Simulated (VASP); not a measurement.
Set up this calculation in VASP 6.6.1, as the native input.

```yaml
Task: single point
Functional: PBE
Dispersion: D3(BJ)
Potentials_or_basis: VASP PAW PBE potentials, release 64 (Al, Ni, H)
Cutoff: 520 eV
k_mesh: 5 × 4 × 1
Occupations: gaussian, width 0.1 eV
Spin: no spin polarisation
Dipole_correction: yes
Further_INCAR_settings: LREAL = Auto; ALGO = Normal; EDIFF = 1e-06; NBANDS = 126; NELMDL = -8
```

The structure of Al16Ni16H lies in POSCAR:

```
Al16Ni16H
1.0
    5.7148460094      0.0000000000      0.0000000000
    0.0000000000      8.0820127334      0.0000000000
    0.0000000000      0.0000000000     25.0615095501
Al Ni H
16 16 1
Direct
    0.0000000000      0.2500000000      0.3391655233
    0.0000000000      0.7500000000      0.3391655233
    0.5000000000      0.2500000000      0.3391655233
    0.5000000000      0.7500000000      0.3391655233
    0.0000000000      0.5000000000      0.4197872902
    0.0000000000      0.0000000000      0.4197872902
    0.5000000000      0.5000000000      0.4197872902
    0.5000000000      0.0000000000      0.4197872902
    0.0000584747      0.7479005291      0.5007095852
    0.0002657210      0.2484766275      0.4996629681
    0.5001775016      0.7483530466      0.5003954817
    0.5000619488      0.2480445266      0.5020841586
    0.0001419179     -0.0104535552      0.5840973515
    0.0002445561      0.5057875828      0.5841739692
    0.5003987957     -0.0004042396      0.5848605570
    0.5003111773      0.4959113958      0.5853478045
    0.2500000000      0.5000000000      0.3391655233
    0.2500000000      0.0000000000      0.3391655233
    0.7500000000      0.5000000000      0.3391655233
    0.7500000000      0.0000000000      0.3391655233
    0.2500000000      0.7500000000      0.4197872902
    0.2500000000      0.2500000000      0.4197872902
    0.7500000000      0.7500000000      0.4197872902
    0.7500000000      0.2500000000      0.4197872902
    0.2494070330     -0.0007947823      0.4999332311
    0.2503946731      0.4967950070      0.5000913714
    0.7509593908     -0.0007041214      0.4999290547
    0.7499481102      0.4967733160      0.5001041240
    0.2392390657      0.2483243841      0.5794835578
    0.2550394517      0.7478710342      0.5779089740
    0.7612446963      0.2484792943      0.5793656820
    0.7455413813      0.7479186424      0.5779854447
    1.0006278332      0.2161449068      0.6179328443
```

The input as run:

INCAR

```
PREC = Accurate ; ENCUT = 520
EDIFF = 1E-6 ; ISMEAR = 0
SIGMA = 0.1 ; LREAL = Auto
LASPH = T ; NELM = 120
ALGO = Normal ; ISIF = 2
LWAVE = F ; LCHARG = T
LDIPOL = T ; IDIPOL = 3
DIPOL = 0.5 0.5 0.465 ; GGA = PE
IVDW = 12 ; LVHAR = T
LVACPOTAV = T ; NBANDS = 126
GGA_COMPAT = F ; NELMDL = -8
KPAR = 4
```

KPOINTS

```
Automatic mesh
0
Gamma
  5 4 1
```

Potentials or basis: VASP PAW PBE potentials, release 64 (Al, Ni, H).

Command:

```bash
$ cat potpaw_PBE.64/Al/POTCAR potpaw_PBE.64/Ni/POTCAR potpaw_PBE.64/H/POTCAR > POTCAR
$ mpirun -np 4 vasp_std > vasp.out
```

Results of the run:

```json
{"Largest force": "0.618 eV/Å", "Band gap on the k mesh": "zero (an odd number of electrons rules out a gap without spin polarisation)", "Dispersion energy per atom": "-0.323 eV"}
```

Wall time 27 min on 4 MPI ranks on Intel(R) Xeon(R) 6975P-C (Granite Rapids), on a shared host, peak memory 1.8 GiB a rank.
